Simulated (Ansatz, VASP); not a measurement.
## Ce in VASP and in Ansatz

File INCAR:

```
  PREC = Accurate
  ENCUT = 520
  EDIFF = 1E-7
  ISMEAR = -1
  SIGMA = 0.05
  LREAL = False
  LASPH = True
  NELM = 100
  ALGO = Normal
  ISIF = 2
  LWAVE = False
  LCHARG = False
  NBANDS = 19
```

The input KPOINTS:

```
regular mesh
0
Gamma
  15 15 7
```

The input POSCAR:

```
Ce
1.0
    3.1844562779      0.0000000000      0.0000000000
   -1.5922281390      2.7578200339      0.0000000000
    0.0000000000      0.0000000000      5.9050029484
Ce
2
Direct
    0.3333333333      0.6666666667      0.2500000000
    0.6666666667      0.3333333333      0.7500000000
```

Input for Ansatz:

```yaml
crystal:
  lattice:
    - [3.1844562779, 0.0, 0.0]
    - [-1.592228139, 2.7578200339, 0.0]
    - [0.0, 0.0, 5.9050029484]
  atoms:
    - { symbol: Ce, position: [0.3333333333, 0.6666666667, 0.25] }
    - { symbol: Ce, position: [0.6666666667, 0.3333333333, 0.75] }
kpoints:
  mp_grid: { grid: [15, 15, 7] }
scf:
  occupations: { method: fermi_dirac, width: 0.05 }
hamiltonian:
  xc: lda
  pseudopotentials: { kind: all_electron, lapw: { basis_error: 0.00025 } }
output:
  forces: true
  stress: true
  eigenvalues: true
```

Change from the starting cell: volume scaled by 1.02.

Alike in both runs: task single point; functional LDA; k mesh 15 × 15 × 7; occupations fermi-dirac, width 0.05 eV; no spin polarisation.

|  | VASP | Ansatz |
| --- | --- | --- |
| version | VASP 6.6.1 | Ansatz 0.2.0 |
| potentials or method | VASP PAW LDA potentials, release 64 (Ce), cutoff 520 eV | all-electron LAPW, scalar-relativistic |

VASP gave:

```
pressure (GPa)                                                : -5.6
traceless stress, the component that is largest in VASP (GPa) : -0.44
```

Problem. What did Ansatz give for the same quantities?

Solution. Pressure (GPa): -5.2; traceless stress, the component that is largest in VASP (GPa): -0.46.

LDA's correlation is that of Perdew and Zunger in VASP and of Perdew and Wang (1992) in Ansatz. Ansatz ran all-electron here, and VASP with PAW potentials.

Spin-orbit coupling is off throughout.
